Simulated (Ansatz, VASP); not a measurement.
**Two plane-wave programs on Te2Mo**

The input POSCAR:

```
Te2Mo
1.0
    3.5182000000      0.0000000000      0.0000000000
   -1.7591000000      3.0468505756      0.0000000000
    0.0000000000      0.0000000000     13.9736000000
Te Mo
4 2
Direct
    0.6666666667      0.3333333333      0.3790000000
    0.3333333333      0.6666666667      0.8790000000
    0.6666666667      0.3333333333      0.1210000000
    0.3333333333      0.6666666667      0.6210000000
    0.6666666667      0.3333333333      0.7500000000
    0.3333333333      0.6666666667      0.2500000000
```

The input INCAR.step1:

```
SYSTEM = Te2Mo
  ALGO = Normal
  EDIFF = 1E-5
  ENCUT = 520
  GGA = PE
  ISIF = 2
  ISMEAR = -1
  LASPH = .TRUE.
  LCHARG = .FALSE.
  LREAL = .FALSE.
  LWAVE = .TRUE.
  NBANDS = 35
  NELM = 80
  PREC = Accurate
  SIGMA = 0.05
```

INCAR.step2

```
SYSTEM = Te2Mo
  AEXX = 0.5
  AGGAC = 1.0
  AGGAX = 0.5
  ALDAC = 0.0
  ALDAX = 0.5
  ALGO = Normal
  EDIFF = 1E-6
  ENCUT = 520
  GGA = B5
  ISIF = 2
  ISMEAR = -1
  ISTART = 1
  LASPH = .TRUE.
  LCHARG = .FALSE.
  LHFCALC = .TRUE.
  LREAL = .FALSE.
  LWAVE = .FALSE.
  NBANDS = 35
  NELM = 80
  PREC = Accurate
  PRECFOCK = Fast
  SIGMA = 0.05
```

File KPOINTS:

```
k-points
0
G
  5 5 1
  0 0 0
```

Contents of input.yaml:

```yaml
crystal:
  lattice:
    - [3.5182, 0.0, 0.0]
    - [-1.7591, 3.0468505756, 0.0]
    - [0.0, 0.0, 13.9736]
  atoms:
    - { symbol: Te, position: [0.6666666667, 0.3333333333, 0.379] }
    - { symbol: Te, position: [0.3333333333, 0.6666666667, 0.879] }
    - { symbol: Te, position: [0.6666666667, 0.3333333333, 0.121] }
    - { symbol: Te, position: [0.3333333333, 0.6666666667, 0.621] }
    - { symbol: Mo, position: [0.6666666667, 0.3333333333, 0.75] }
    - { symbol: Mo, position: [0.3333333333, 0.6666666667, 0.25] }
hamiltonian:
  xc: { name: BHLYP }
  pseudopotentials: { kind: paw }
kpoints:
  mp_grid: { grid: [5, 5, 1] }
scf:
  occupations: { method: fermi_dirac, width: 0.05 }
output:
  forces: true
  stress: true
  eigenvalues: true
```

Alike in both runs: task single point; functional BHLYP; k mesh 5 × 5 × 1; occupations fermi-dirac, width 0.05 eV; no spin polarisation.

|  | VASP | Ansatz |
| --- | --- | --- |
| version | VASP 6.6.1 | Ansatz 0.2.0 |
| potentials or method | VASP PAW PBE potentials, release 64 (Te, Mo_sv) | Ansatz PAW |
| plane-wave cutoff (eV) | 520 | 420 |
| valence electrons in the cell | 52 | 92 |

|  | VASP | Ansatz | Ansatz less VASP |
| --- | --- | --- | --- |
| gap on the k mesh at the Fermi level (eV) | 3.01 | 2.93 | -0.076 |
| least direct gap on the mesh (eV) | 3.73 | 3.65 | -0.076 |
| pressure (GPa) | 1.1 | 2.0 | +0.85 |
| traceless stress, the component that is largest in VASP (GPa) | -1.22 | -1.28 | -0.063 |
| rms of the force components (eV/Å) | 0.295 | 0.288 | -0.0066 |

VASP's potentials were made for PBE, not for BHLYP. Atom by atom the forces differ by 0.007 eV/Å (rms over components). VASP's potentials hold 52 valence electrons a cell and Ansatz's 92, so a difference there can come from the potentials and not from the codes.

The k mesh is coarse, so the values compare programs but aren't converged. Neither program's run includes spin-orbit coupling. Noted on Ansatz's run: odd divisions of the mesh miss points on the zone boundary, where band edges often lie, so the gap on the mesh can be too wide.
